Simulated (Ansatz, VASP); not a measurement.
# CdTe2Pb3: VASP beside Ansatz

```xyz
6
Lattice="4.6095 0.0000 0.0000 0.0000 4.6095 0.0000 0.0000 0.0000 9.2300" Properties=species:S:1:pos:R:3 pbc="T T T"
Cd    2.3048    2.3048    0.0000
Te    2.3048    0.0000    2.9778
Te    0.0000    2.3048    6.2522
Pb    0.0000    0.0000    0.0000
Pb    2.3048    0.0000    6.2307
Pb    0.0000    2.3048    2.9994
```

Alike in both runs: functional PBE; k mesh 8 × 8 × 4; occupations gaussian, width 0.1 eV; no spin polarisation.

Ansatz relaxed the structure, and its values are those at the end. VASP's run is a single point on that final structure, the one shown.

|  | VASP | Ansatz |
| --- | --- | --- |
| version | VASP 6.6.1 | Ansatz 0.2.0 |
| potentials or method | VASP PAW PBE potentials, release 64 (Cd, Te, Pb_d), cutoff 520 eV | scalar-relativistic, plane waves, PAW |
| valence electrons in the cell | 66 | 94 |

|  | VASP | Ansatz | Ansatz less VASP |
| --- | --- | --- | --- |
| gap on the k mesh at the Fermi level (eV) | none | none | - |
| pressure (GPa) | 0.0 | 0.0 | +0.02 |

A gap of «none» marks a metal or a gap that the smearing closes. VASP's potentials hold 66 valence electrons a cell and Ansatz's 94, so a difference there can come from the potentials and not from the codes.

Neither program's run includes spin-orbit coupling.
